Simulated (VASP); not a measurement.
# MoN2 (Pbam) in VASP: a series of runs

Runs on MoN2. Level: PBE. Tasks: single point.

Program: VASP 6.6.1. These are calculated values, not measurements. Logs are shortened: lines on timing, memory, paths and dates and some standing lists are left out, and cuts for length are marked.

## (1) The cell of the first run

The structure is orthorhombic, space group Pbam (No. 55). Conventional cell: a = 3.765 Å, b = 4.902 Å, c = 2.752 Å, α = 90.00°, β = 90.00°, γ = 90.00°. Within 2.8 Å of Mo (site symmetry 2/m) lie 12 N at 2.08 to 2.74 Å and 2 Mo at 2.75 Å. N (site symmetry m) has 1 N at 1.39 Å within 1.9 Å.

## (2) Single point, PBE (strain +0.1312 x Voigt [1, -1, 0, 0, 0, 0])

INCAR

```
  PREC = Accurate
  ENCUT = 520
  EDIFF = 1E-6
  ISMEAR = 0
  SIGMA = 0.15
  LREAL = F
  LASPH = T
  NELM = 100
  ALGO = Normal
  ISIF = 2
  LWAVE = F
  LCHARG = F
  GGA = PE
  NBANDS = 33
```

KPOINTS

```
regular mesh
0
Gamma
  12 12 18
```

POSCAR

```
MoN2
1.0
    4.9015596748      0.0000000000      0.0000000000
    0.0000000000      3.7645642198      0.0000000000
    0.0000000000      0.0000000000      2.7518917152
Mo N
2 4
Direct
    0.5000000000      0.5000000000      0.0000000000
    0.0000000000      0.0000000000      0.0000000000
    0.8879039728      0.3879039728      0.5000000000
    0.1120960272      0.6120960272      0.5000000000
    0.3879039728      0.1120960272      0.5000000000
    0.6120960272      0.8879039728      0.5000000000
```

Potentials or basis: VASP PAW PBE potentials, release 64 (Mo_sv, N).

On the command line:

```
$ cat potpaw_PBE.64/Mo_sv/POTCAR potpaw_PBE.64/N/POTCAR > POTCAR
$ mpirun -np 1 vasp_std > vasp.out
```

OUTCAR:

```text
PREC = Accurate
   ENCUT = 520
   EDIFF = 1E-6
   ISMEAR = 0
   LREAL = F
   LASPH = T
   NELM = 100
   ISIF = 2
   GGA = PE

 ion  position               nearest neighbor table
   1  0.500  0.500  0.000-   5 2.08   6 2.08   5 2.08   6 2.08   3 2.38   4 2.38   3 2.38   4 2.38
                             2 3.09   2 3.09   2 3.09   2 3.09
   2  0.000  0.000  0.000-   3 2.08   4 2.08   3 2.08   4 2.08   5 2.38   6 2.38   5 2.38   6 2.38
                             1 3.09   1 3.09   1 3.09   1 3.09
   3  0.888  0.388  0.500-   4 1.39   2 2.08   2 2.08   1 2.38   1 2.38
   4  0.112  0.612  0.500-   3 1.39   2 2.08   2 2.08   1 2.38   1 2.38
   5  0.388  0.112  0.500-   6 1.39   1 2.08   1 2.08   2 2.38   2 2.38
   6  0.612  0.888  0.500-   5 1.39   1 2.08   1 2.08   2 2.38   2 2.38

  LATTYP: Found a simple orthorhombic cell.
 ALAT       =     2.7518917152
 B/A-ratio  =     1.3679914071
 C/A-ratio  =     1.7811600826

  Lattice vectors:

 A1 = (   0.0000000000,   0.0000000000,  -2.7518917152)
 A2 = (   0.0000000000,   3.7645642198,   0.0000000000)
 A3 = (   4.9015596748,   0.0000000000,   0.0000000000)

Analysis of symmetry for initial positions (statically):
=====================================================================
 Subroutine PRICEL returns:
 Original cell was already a primitive cell.

 Routine SETGRP: Setting up the symmetry group for a
 simple orthorhombic supercell.

 Subroutine GETGRP returns: Found  8 space group operations
 (whereof  4 operations were pure point group operations)
 out of a pool of  8 trial point group operations.

The static configuration has the point symmetry C_2h.
 The point group associated with its full space group is D_2h.

Analysis of symmetry for dynamics (positions and initial velocities):
=====================================================================
 Subroutine PRICEL returns:
 Original cell was already a primitive cell.

 Routine SETGRP: Setting up the symmetry group for a
 simple orthorhombic supercell.

 Subroutine GETGRP returns: Found  8 space group operations
 (whereof  4 operations were pure point group operations)
 out of a pool of  8 trial point group operations.

The dynamic configuration has the point symmetry C_2h.
 The point group associated with its full space group is D_2h.

 Subroutine INISYM returns: Found  8 space group operations
 (whereof  4 operations are pure point group operations),
 and found     1 'primitive' translations

----------------------------------------------------------------------------------------

                                     Primitive cell

  volume of cell :      50.7786

  direct lattice vectors                    reciprocal lattice vectors
     4.901559675  0.000000000  0.000000000     0.204016694  0.000000000  0.000000000
     0.000000000  3.764564220  0.000000000     0.000000000  0.265634996  0.000000000
     0.000000000  0.000000000  2.751891715     0.000000000  0.000000000  0.363386391

  length of vectors
     4.901559675  3.764564220  2.751891715     0.204016694  0.265634996  0.363386391

  position of ions in fractional coordinates (direct lattice)
     0.500000000  0.500000000  0.000000000
     0.000000000  0.000000000  0.000000000
     0.887903973  0.387903973  0.500000000
     0.112096027  0.612096027  0.500000000
     0.387903973  0.112096027  0.500000000
     0.612096027  0.887903973  0.500000000

  ion indices of the primitive-cell ions
   primitive index   ion index
                 1           1
                 2           2
                 3           3
                 4           4
                 5           5
                 6           6

----------------------------------------------------------------------------------------

 KPOINTS: regular mesh

Automatic generation of k-mesh.
 Grid dimensions read from file:
 generate k-points for:   12   12   18

 Generating k-lattice:

  Cartesian coordinates                     Fractional coordinates (reciprocal lattice)
     0.017001391  0.000000000  0.000000000     0.083333333  0.000000000  0.000000000
     0.000000000  0.022136250  0.000000000     0.000000000  0.083333333  0.000000000
     0.000000000  0.000000000  0.020188133     0.000000000  0.000000000  0.055555556

  Length of vectors
     0.017001391  0.022136250  0.020188133

  Shift w.r.t. Gamma in fractional coordinates (k-lattice)
     0.000000000  0.000000000  0.000000000

 Subroutine IBZKPT returns following result:
 ===========================================

 Found    490 irreducible k-points:

 Following reciprocal coordinates:
            Coordinates               Weight
  0.000000  0.000000  0.000000      1.000000
  0.083333  0.000000  0.000000      2.000000
  0.166667  0.000000  0.000000      2.000000
  0.250000  0.000000  0.000000      2.000000
  0.333333  0.000000  0.000000      2.000000
  0.416667  0.000000  0.000000      2.000000
[... 16 lines left out ...]
  0.083333  0.250000  0.000000      4.000000
  0.166667  0.250000  0.000000      4.000000
 [... further k-points ...]
   k-points           NKPTS =    490   k-points in BZ     NKDIM =    490   number of bands    NBANDS=     33
   number of dos      NEDOS =    301   number of ions     NIONS =      6
   total plane-waves  NPLWV =  20160
   dimension x,y,z NGX =    36 NGY =   28 NGZ =   20
   dimension x,y,z NGXF=    72 NGYF=   56 NGZF=   40
   ions per type =               2   4
   NGX,Y,Z   is equivalent  to a cutoff of  12.21, 12.37, 12.08 a.u.
   NGXF,Y,Z  is equivalent  to a cutoff of  24.42, 24.73, 24.16 a.u.
 SYSTEM =  unknown system
   PREC   = accura    normal or accurate (medium, high low for compatibility)
   ISTART =      0    job   : 0-new  1-cont  2-samecut
   ICHARG =      2    charge: 1-file 2-atom 10-const
   ISPIN  =      1    spin polarized calculation?
   LNONCOLLINEAR =      F non collinear calculations
   LSORBIT =      F    spin-orbit coupling
   LASPH  =      T    aspherical Exc in radial PAW
   ENCUT  =  520.0 eV  38.22 Ry    6.18 a.u.   9.11  7.00  5.12*2*pi/ulx,y,z
   NELM   =    100;   NELMIN=  2; NELMDL= -5     # of ELM steps
   EDIFF  = 0.1E-05   stopping-criterion for ELM
   LREAL  =      F    real-space projection
   EDIFFG = 0.1E-04   stopping-criterion for IOM
   NSW    =      0    number of steps for IOM
   IBRION =     -1    ionic relax: 0-MD 1-quasi-New 2-CG
   NFREE  =      0    steps in history (QN), initial steepest desc. (CG)
   ISIF   =      2    stress and relaxation
   ISYM   =      2    0-nonsym 1-usesym 2-fastsym
   POTIM  = 0.5000    time-step for ionic-motion
   TEBEG  =    0.0;   TEEND  =   0.0 temperature during run
   PSTRESS=    0.0 pullay stress
   NELECT =      48.0000    total number of electrons
   NUPDOWN=      -1.0000    fix difference up-down
   EMIN   =  10.00;   EMAX   =-10.00  energy-range for DOS
   EFERMI =   0.00;   METHOD = LEGACY
   ISMEAR =     0;   SIGMA  =   0.15  broadening in eV -4-tet -1-fermi 0-gaus
   EFERMI_NEDOS =   21; number of points for ismear=-14 and -15
   IALGO  =     38    algorithm
   IMIX   =      4    mixing-type and parameters
     AMIX     =   0.40;   BMIX     =  1.00
     AMIX_MAG =   1.60;   BMIX_MAG =  1.00
  volume/ion in A,a.u.               =       8.46        57.11
  Fermi-wavevector in a.u.,A,eV,Ry     =   1.606677  3.036178 35.122210  2.581410
  Thomas-Fermi vector in A             =   2.702826
   LORBIT       =      0    0 simple, 1 ext, 2 COOP (PROOUT), +10 PAW based schemes
   GGA     = PE    functional components
   LHFCALC =     F    Hartree Fock is set to
   AEXX    =    0.0000 exact exchange contribution
   IVDW    =     0    specifies the selected vdW correction
   LEPSILON=     F    determine dielectric tensor
   LRPA    =     F    only Hartree local field effects (RPA)
 non-spin polarized calculation
 Gauss-broadening in eV      SIGMA  =   0.15
  energy-cutoff  :      520.00
  volume of cell :       50.78
 maximum number of plane-waves:      1392
   NGX = 19   NGY = 13   NGZ = 11

 number of electron      48.0000002 magnetization

 Free energy of the ion-electron system (eV)
  ---------------------------------------------------
  ext. energy  EPLUGINS =         0.00000000
  ---------------------------------------------------
  free energy    TOTEN  =       -51.84703393 eV

  energy without entropy =      -51.82528174  energy(sigma->0) =      -51.83615784

 E-fermi :  12.7148     XC(G=0): -13.8150

 val. band max:       12.7141865337   @ k =   0.0000   0.0000   0.3333
 cond. band min:      12.7158306516   @ k =   0.0833   0.1667   0.3333
 fundamental gap:      0.0016441179
 Fermi energy:        12.7147989420

 k-point     1 :       0.0000    0.0000    0.0000
  band No.  band energies     occupation
      1     -49.3458      2.00000
      2     -49.2892      2.00000
      3     -23.6631      2.00000
      4     -23.4758      2.00000
      5     -23.2499      2.00000
      6     -23.2338      2.00000
[... 25 lines left out ...]
     32      19.0872      0.00000
     33      19.6978      0.00000

 k-point     2 :       0.0833    0.0000    0.0000
  band No.  band energies     occupation
      1     -49.3449      2.00000
      2     -49.2902      2.00000
      3     -23.6564      2.00000
      4     -23.4722      2.00000
      5     -23.2537      2.00000
      6     -23.2415      2.00000
[... 25 lines left out ...]
     32      19.0249      0.00000
     33      19.7077      0.00000

 k-point     3 :       0.1667    0.0000    0.0000
  band No.  band energies     occupation
      1     -49.3420      2.00000
      2     -49.2930      2.00000
      3     -23.6367      2.00000
      4     -23.4617      2.00000
      5     -23.2649      2.00000
      6     -23.2639      2.00000
[... 25 lines left out ...]
     32      18.8470      0.00000
     33      19.6969      0.00000

 k-point     4 :       0.2500    0.0000    0.0000
  band No.  band energies     occupation
      1     -49.3376      2.00000
      2     -49.2975      2.00000
      3     -23.6050      2.00000
      4     -23.4452      2.00000
      5     -23.2988      2.00000
      6     -23.2827      2.00000
[... 673 lines left out ...]
     32      18.2669      0.00000
     33      20.2969      0.00000

 k-point    23 :       0.0833    0.2500    0.0000
  band No.  band energies     occupation
      1     -49.3356      2.00000
      2     -49.2969      2.00000
      3     -23.6071      2.00000
      4     -23.4759      2.00000
      5     -23.3587      2.00000
      6     -23.2752      2.00000
[... 25 lines left out ...]
     32      18.2296      0.00000
     33      19.8603      0.00000

 k-point    24 :       0.1667    0.2500    0.0000
  band No.  band energies     occupation
      1     -49.3336      2.00000
      2     -49.2989      2.00000
      3     -23.6188      2.00000
      4     -23.4471      2.00000
      5     -23.3990      2.00000
      6     -23.2530      2.00000
[... 25 lines left out ...]
     32      18.1164      0.00000
     33      19.6140      0.00000

 [... further k-points ...]
[... 5 lines left out ...]
  --------------------------------------------------------------------------------------
  -------------------------------------------------------------------------------------
  Total      -11.6214208     26.5099811      7.3372030      0.0000000      0.0000000      0.0000000
  in kB     -366.6818932    836.4493637    231.5052129      0.0000000      0.0000000      0.0000000
  external PRESSURE =     233.7575611 kB  Pullay stress =       0.0000000 kB

 VOLUME and BASIS-vectors are now :
 -----------------------------------------------------------------------------
  energy-cutoff  :      520.00
  volume of cell :       50.78
      direct lattice vectors                 reciprocal lattice vectors
     4.901559675  0.000000000  0.000000000     0.204016694  0.000000000  0.000000000
     0.000000000  3.764564220  0.000000000     0.000000000  0.265634996  0.000000000
     0.000000000  0.000000000  2.751891715     0.000000000  0.000000000  0.363386391

 POSITION                                       TOTAL-FORCE (eV/Angst)
 -----------------------------------------------------------------------------------
      2.45078      1.88228      0.00000         0.000000      0.000000      0.000000
      0.00000      0.00000      0.00000         0.000000      0.000000      0.000000
      4.35211      1.46029      1.37595         1.220284     -0.159867      0.000000
      0.54945      2.30427      1.37595        -1.220284      0.159867     -0.000000
      1.90133      0.42199      1.37595         1.220284      0.159867     -0.000000
      3.00023      3.34257      1.37595        -1.220284     -0.159867      0.000000
 -----------------------------------------------------------------------------------
    total drift:                                0.000000      0.000000     -0.000000

  FREE ENERGIE OF THE ION-ELECTRON SYSTEM (eV)
  ---------------------------------------------------
  free  energy   TOTEN  =       -51.8470339333 eV

  energy  without entropy=      -51.8252817399  energy(sigma->0) =      -51.83615784
```

It took 5.9 min on 1 thread of AMD EPYC 9R45 (Zen 5), shared host; peak memory 0.62 GiB.

What came out:

| Quantity | Value |
| --- | --- |
| Free energy | -51.8470 eV |
| Pressure | 23.4 GPa |
| Largest force | 1.231 eV/Å |
| Band gap on the k mesh | zero (band 24 reaches 13.00 eV, above the bottom of band 25 at 12.42 eV) |

Forces on the atoms (eV/Å):
```
Mo   0.000  0.000  0.000
Mo   0.000  0.000  0.000
N    1.220 -0.160  0.000
N   -1.220  0.160  0.000
N    1.220  0.160  0.000
N   -1.220 -0.160  0.000
```

Stress tensor (GPa, compression positive):
```
-36.67   0.00   0.00
  0.00  83.64   0.00
  0.00   0.00  23.15
```

Caveat: the cell differs from its parent crystal (strain +0.1312 x Voigt [1, -1, 0, 0, 0, 0]); forces of over 1 eV/Å act on the atoms, so gaps and moduli don't describe the material at rest.

## (3) Single point, PBE (strain -0.1500 x Voigt [1, -1, 0, 0, 0, 0])

INCAR

```
SYSTEM = MoN2
PREC = Accurate ; ENCUT = 520
EDIFF = 1E-6 ; ISMEAR = 0
SIGMA = 0.15 ; LREAL = .False.
LASPH = .True. ; NELM = 100
ALGO = Normal ; ISIF = 2
LWAVE = .False. ; LCHARG = .True.
GGA = PE ; LELF = .True.
LVHAR = .True. ; NBANDS = 33
```

KPOINTS

```
Automatic mesh
0
Gamma
  12 12 18
  0 0 0
```

POSCAR: that of step 2 with these lines changed.

```diff
@@ -2,4 +2,4 @@
 1.0
-    4.9015596748      0.0000000000      0.0000000000
-    0.0000000000      3.7645642198      0.0000000000
+    3.6831026552      0.0000000000      0.0000000000
+    0.0000000000      4.9830212394      0.0000000000
     0.0000000000      0.0000000000      2.7518917152
```

Potentials or basis: VASP PAW PBE potentials, release 64 (Mo_sv, N).

On the command line:

```
$ cat potpaw_PBE.64/Mo_sv/POTCAR potpaw_PBE.64/N/POTCAR > POTCAR
$ mpirun -np 1 vasp_std > vasp.out
```

Run time: 7.9 min. Hardware: 1 thread of Intel Xeon Platinum 8488C (Sapphire Rapids), shared host; peak memory 0.65 GiB.

It converged, with:

```yaml
Free_energy: -51.0415 eV
Pressure: 30.1 GPa
Largest_force: 1.337 eV/Å
Band_gap_on_the_k_mesh: zero (band 24 reaches 12.99 eV, above the bottom of band 25 at 12.42 eV)
```

Forces on the atoms (eV/Å):
```
Mo   0.000  0.000  0.000
Mo   0.000  0.000  0.000
N    0.039  1.336  0.000
N   -0.039 -1.336  0.000
N    0.039 -1.336  0.000
N   -0.039  1.336  0.000
```

Stress tensor (GPa, compression positive):
```
 95.86   0.00   0.00
  0.00 -33.81   0.00
  0.00   0.00  28.36
```

Levels at points of the mesh, in eV from the Fermi level:
```tsv
k point	band 22	band 23	band 24	band 25	band 26	band 27
(0.00, 0.00, 0.00)	-3.20	-1.33	-1.22	0.06	0.91	1.05
(0.50, 0.00, 0.00)	-1.52	-1.39	-1.39	0.00	0.00	2.53
(0.00, 0.50, 0.00)	-3.12	-0.94	-0.94	-0.16	-0.16	0.97
(0.50, 0.50, 0.00)	-0.50	0.15	0.15	0.59	0.59	0.62
(0.00, 0.00, 0.50)	-1.36	-1.06	-0.77	0.60	1.32	1.47
(0.50, 0.00, 0.50)	-2.62	-0.46	-0.46	0.22	0.22	1.33
(0.00, 0.50, 0.50)	-2.97	-1.23	-1.23	2.47	2.47	2.76
(0.50, 0.50, 0.50)	-4.13	-0.82	-0.82	2.31	2.31	2.31
```

Caveat: the cell differs from its parent crystal (strain -0.1500 x Voigt [1, -1, 0, 0, 0, 0]); forces of over 1 eV/Å act on the atoms, so gaps and moduli don't describe the material at rest.

## (4) Single point, PBE (strain +0.0562 x Voigt [1, -1, 0, 0, 0, 0])

INCAR

```
SYSTEM = MoN2
PREC = Accurate
ENCUT = 520
EDIFF = 1E-7
ISMEAR = 0
SIGMA = 0.15
LREAL = .FALSE.
LASPH = .TRUE.
NELM = 60
ALGO = Normal
ISIF = 2
LWAVE = .FALSE.
LCHARG = .TRUE.
GGA = PE
LELF = .TRUE.
LVHAR = .TRUE.
NBANDS = 33
```

KPOINTS

```
regular mesh
0
G
  12 12 18
  0 0 0
```

POSCAR: that of step 3 with these lines changed.

```diff
@@ -2,4 +2,4 @@
 1.0
-    3.6831026552      0.0000000000      0.0000000000
-    0.0000000000      4.9830212394      0.0000000000
+    4.5765800287      0.0000000000      0.0000000000
+    0.0000000000      4.0895438659      0.0000000000
     0.0000000000      0.0000000000      2.7518917152
```

On the command line:

```
$ cat potpaw_PBE.64/Mo_sv/POTCAR potpaw_PBE.64/N/POTCAR > POTCAR
$ mpirun -np 1 vasp_std > vasp.out
```

Wall time 4.6 min (1 thread of Intel Xeon 6975P-C (Granite Rapids), shared host); peak memory 0.66 GiB.

It converged, with:

| Item | Value |
| --- | --- |
| Free energy | -54.1832 eV |
| Pressure | 4.8 GPa |
| Largest force | 0.601 eV/Å |
| Band gap on the k mesh | zero (band 24 reaches 13.65 eV, above the bottom of band 25 at 11.69 eV) |

Forces on the atoms (eV/Å):
```
Mo   0.000  0.000  0.000
Mo   0.000  0.000  0.000
N    0.468 -0.377  0.000
N   -0.468  0.377  0.000
N    0.468  0.377  0.000
N   -0.468 -0.377  0.000
```

Stress tensor (GPa, compression positive):
```
-25.25   0.00   0.00
  0.00  34.37   0.00
  0.00   0.00   5.24
```

Levels at points of the mesh, in eV from the Fermi level:
```tsv
k point	band 22	band 23	band 24	band 25	band 26	band 27
(0.00, 0.00, 0.00)	-2.96	-2.00	-1.75	0.38	0.80	0.97
(0.50, 0.00, 0.00)	-2.38	-0.86	-0.86	-0.61	-0.61	1.65
(0.00, 0.50, 0.00)	-1.78	-1.41	-1.41	-0.26	-0.26	2.80
(0.50, 0.50, 0.00)	-0.81	0.44	0.44	0.50	0.50	0.92
(0.00, 0.00, 0.50)	-1.72	0.39	0.97	1.08	1.91	2.45
(0.50, 0.00, 0.50)	-2.69	-1.17	-1.17	2.69	2.69	3.41
(0.00, 0.50, 0.50)	-2.50	-0.92	-0.92	1.88	1.88	2.06
(0.50, 0.50, 0.50)	-5.05	-1.29	-1.29	2.41	2.41	3.19
```

Caveat: the cell differs from its parent crystal (strain +0.0562 x Voigt [1, -1, 0, 0, 0, 0]).

(Part 1 of 2 ends here.)
